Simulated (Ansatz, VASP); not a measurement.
## BN in VASP and in Ansatz

File INCAR:

```
SYSTEM = BN
PREC = Accurate
ENCUT = 520
EDIFF = 1E-6
ISMEAR = 0
SIGMA = 0.05
LREAL = .False.
LASPH = .True.
NELM = 80
ALGO = Normal
ISIF = 2
LWAVE = .False.
LCHARG = .False.
GGA = PE
NBANDS = 16
```

KPOINTS

```
regular mesh
0
Gamma
  12 12 4
  0 0 0
```

Contents of POSCAR:

```
BN
1.0
    2.2222926376      0.0000000000      0.0000000000
   -1.1111463188      1.9245618788      0.0000000000
    0.0000000000      0.0000000000      6.6612000000
B N
2 2
Direct
    0.3333333333      0.6666666667      0.2500000000
    0.6666666667      0.3333333333      0.7500000000
    0.3333333333      0.6666666667      0.7500000000
    0.6666666667      0.3333333333      0.2500000000
```

Input for Ansatz:

```yaml
crystal:
  lattice:
    - [2.2222926376, 0.0, 0.0]
    - [-1.1111463188, 1.9245618788, 0.0]
    - [0.0, 0.0, 6.6612]
  atoms:
    - { symbol: B, position: [0.3333333333, 0.6666666667, 0.25] }
    - { symbol: B, position: [0.6666666667, 0.3333333333, 0.75] }
    - { symbol: "N", position: [0.3333333333, 0.6666666667, 0.75] }
    - { symbol: "N", position: [0.6666666667, 0.3333333333, 0.25] }
basis:
  ecutwfc: 420
kpoints:
  mp_grid: { grid: [12, 12, 4] }
hamiltonian:
  xc: pbe
scf:
  occupations: { method: gaussian, width: 0.05 }
output:
  forces: true
  stress: true
  eigenvalues: true
```

Change from the starting cell: strain -0.1125 x Voigt [1, 1, 0, 0, 0, 0], atoms carried along.

Alike in both runs: task single point; functional PBE; k mesh 12 × 12 × 4; occupations gaussian, width 0.05 eV; no spin polarisation.

|  | VASP | Ansatz |
| --- | --- | --- |
| version | VASP 6.6.1 | Ansatz 0.2.0 |
| potentials or method | VASP PAW PBE potentials, release 64 (B, N), cutoff 520 eV | scalar-relativistic, plane waves, PAW |
| valence electrons in the cell | 16 | 16 |

```tsv
	VASP	Ansatz	Ansatz less VASP
gap on the k mesh at the Fermi level (eV)	4.73	4.75	+0.018
least direct gap on the mesh (eV)	5.44	5.47	+0.026
pressure (GPa)	147.3	146.9	-0.43
traceless stress, the component that is largest in VASP (GPa)	-144.28	-143.53	+0.752
```

Both programs put the cell under a high pressure, so it lies far from rest at this level. The functional is the same, so the differences come from potentials, cutoffs and numerics.

Noted on VASP's run: the cell as given lies far from equilibrium.
